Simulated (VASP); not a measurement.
Set up this calculation in VASP 6.6.1, as the native input.

```
Task                   : single point
Functional             : PBE
Dispersion             : D3(BJ)
Potentials or basis    : VASP PAW PBE potentials, release 64 (Be)
Cutoff                 : 520 eV
k mesh                 : 16 × 12 × 12
Occupations            : gaussian, width 0.1 eV
Spin                   : no spin polarisation
Dipole correction      : no
Further INCAR settings : ALGO = Normal; EDIFF = 1e-06; NBANDS = 12
```

The structure of Be lies in POSCAR:

```
Be
1.0
    2.5307238275      0.0000000000      0.0000000000
    0.0000000000      3.5067637530      0.0000000000
    0.0000000000      0.0000000000      3.5067637530
Be
4
Direct
    0.7500000000      0.7500000000      0.7500000000
    0.2500000000      0.2500000000      0.7500000000
    0.2500000000      0.7500000000      0.2500000000
    0.7500000000      0.2500000000      0.2500000000
```

This cell differs from its parent crystal: volume scaled by 1.06, then relaxed in part.

These files were run (other wordings do the same):

INCAR

```
ALGO = Normal ; EDIFF = 1E-6
ENCUT = 520 ; GGA = PE
ISIF = 2 ; ISMEAR = 0
IVDW = 12 ; LASPH = True
LCHARG = True ; LELF = True
LREAL = False ; LVHAR = True
LWAVE = False ; NBANDS = 12
NELM = 100 ; PREC = Accurate
SIGMA = 0.1
```

KPOINTS

```
k-points
0
Gamma
  16 12 12
```

Potentials or basis: VASP PAW PBE potentials, release 64 (Be).

Launch:

```bash
$ cat potpaw_PBE.64/Be/POTCAR > POTCAR
$ mpirun -np 1 vasp_std > vasp.out
```

Results of the run:

- Pressure: -7.0 GPa
- Band gap on the k mesh: zero (band 4 reaches 9.24 eV, above the bottom of band 5 at 6.82 eV)
- Dispersion energy per atom: -0.361 eV

Caveat: pairwise dispersion overbinds metals, which lowers pressure and volume.

Wall time 38 s on 1 thread of Intel(R) Xeon(R) Platinum 8488C (Sapphire Rapids), on a shared host, peak memory 0.2 GiB.
